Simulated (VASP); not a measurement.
Set up this calculation in VASP 6.6.1, as the native input.

- Task: single point
- Functional: PBEsol
- Potentials or basis: VASP PAW PBE potentials, release 64 (Zn, S)
- Cutoff: 520 eV
- k mesh: 9 × 9 × 2
- Occupations: gaussian, width 0.05 eV
- Spin: no spin polarisation
- Dipole correction: no
- Further INCAR settings: ALGO = Normal; EDIFF = 1e-06; NBANDS = 66

The structure of ZnS lies in POSCAR:

```
ZnS
1.0
    3.8919133123      0.0000000000      0.0000000000
   -1.9459566561      3.3704957978      0.0000000000
    0.0000000000      0.0000000000     17.5704318396
Zn S
6 6
Direct
    0.0000000000      0.0000000000      0.0000277175
    0.0000000000      0.0000000000      0.5000277175
    0.3333333333      0.6666666667      0.1767974572
    0.6666666667      0.3333333333      0.6767974572
    0.6666666667      0.3333333333      0.3332753580
    0.3333333333      0.6666666667      0.8332753580
    0.0000000000      0.0000000000      0.1251125986
    0.0000000000      0.0000000000      0.6251125986
    0.3333333333      0.6666666667      0.2916367831
    0.6666666667      0.3333333333      0.7916367831
    0.6666666667      0.3333333333      0.4581259436
    0.3333333333      0.6666666667      0.9581259436
```

This cell differs from its parent crystal: atoms shifted along a free coordinate, c/a of the conventional cell at fixed volume 4.5146.

These files were run (other wordings do the same):

INCAR

```
SYSTEM = ZnS
PREC     = Accurate       ! precision mode
ENCUT    = 520            ! plane-wave cutoff, eV
EDIFF    = 1E-6           ! SCF threshold, eV
ISMEAR   = 0              ! smearing method
SIGMA    = 0.05           ! smearing width, eV
LREAL    = .FALSE.        ! projectors in reciprocal space
LASPH    = .TRUE.         ! aspherical terms in the spheres
NELM     = 60             ! most SCF steps
ALGO     = Normal         ! electronic algorithm
ISIF     = 2              ! what is computed and relaxed
LWAVE    = .FALSE.        ! write WAVECAR
LCHARG   = .FALSE.        ! write CHGCAR
GGA      = PS             ! functional
NBANDS   = 66             ! bands
```

KPOINTS

```
Automatic mesh
0
G
  9 9 2
  0 0 0
```

Potentials or basis: VASP PAW PBE potentials, release 64 (Zn, S).

The run is started by

```bash
$ cat potpaw_PBE.64/Zn/POTCAR potpaw_PBE.64/S/POTCAR > POTCAR
$ mpirun -np 1 vasp_std > vasp.out
```

Results of the run:

* Pressure: 2.8 GPa
* Largest force: 3.923 eV/Å
* Band gap on the k mesh: 1.96 eV

Caveat: the stress differs along the axes, from -4 to 16 GPa; the PAW data sets were made with another functional, which shifts forces and pressure a little.

Wall time 12 min on 1 thread of Oxide Virtual Turin-like Processor, with other jobs on the host, peak memory 0.45 GiB.
